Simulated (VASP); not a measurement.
# TlBr: electric field gradients with PBE

The system is TlBr.

```xyz
2
Lattice="3.9299 0.0000 0.0000 0.0000 3.9299 0.0000 0.0000 0.0000 3.9299" Properties=species:S:1:pos:R:3 pbc="T T T"
Tl    0.0000    0.0000    0.0000
Br    1.9649    1.9649    1.9649
```

```yaml
Program: VASP 6.6.1
Task: electric field gradients
Functional: PBE
Potentials_or_basis: VASP PAW PBE potentials, release 64 (Tl_d, Br)
Cutoff: 400 eV
k_mesh: 8 × 8 × 8
Occupations: fermi-dirac, width 0.03 eV
Spin: no spin polarisation
Dipole_correction: no
Further_INCAR_settings: ALGO = Normal; EDIFF = 1e-08; NBANDS = 17
```

```json
{"Pressure": "2.2 GPa", "Band gap on the k mesh": "1.76 eV", "Largest electric field gradient by atom": "zero within the noise of the run"}
```

Levels at points of the mesh, in eV from the valence-band top:
| k point | band 7 | band 8 | band 9 | band 10 | band 11 | band 12 | band 13 | band 14 |
| --- | --- | --- | --- | --- | --- | --- | --- | --- |
| (0.00, 0.00, 0.00) | -4.75 | -1.48 | -1.48 | -1.48 | 6.90 | 6.90 | 7.36 | 7.36 |
| (0.50, 0.00, 0.00) | -5.78 | -0.94 | -0.94 | 0.00 | 1.76 | 5.75 | 5.75 | 7.85 |
| (0.50, 0.50, 0.00) | -3.83 | -3.20 | -3.20 | -0.85 | 4.90 | 4.90 | 7.50 | 7.67 |
| (0.50, 0.50, 0.50) | -2.75 | -2.12 | -2.12 | -2.12 | 1.98 | 1.98 | 1.98 | 13.04 |

Run time: 49 s on 1 thread of AMD EPYC 7R13 (shared host), peak memory 0.14 GiB.

Caveat: spin-orbit coupling is left out, which moves the levels of the heavy elements. A k mesh can miss the band edges.
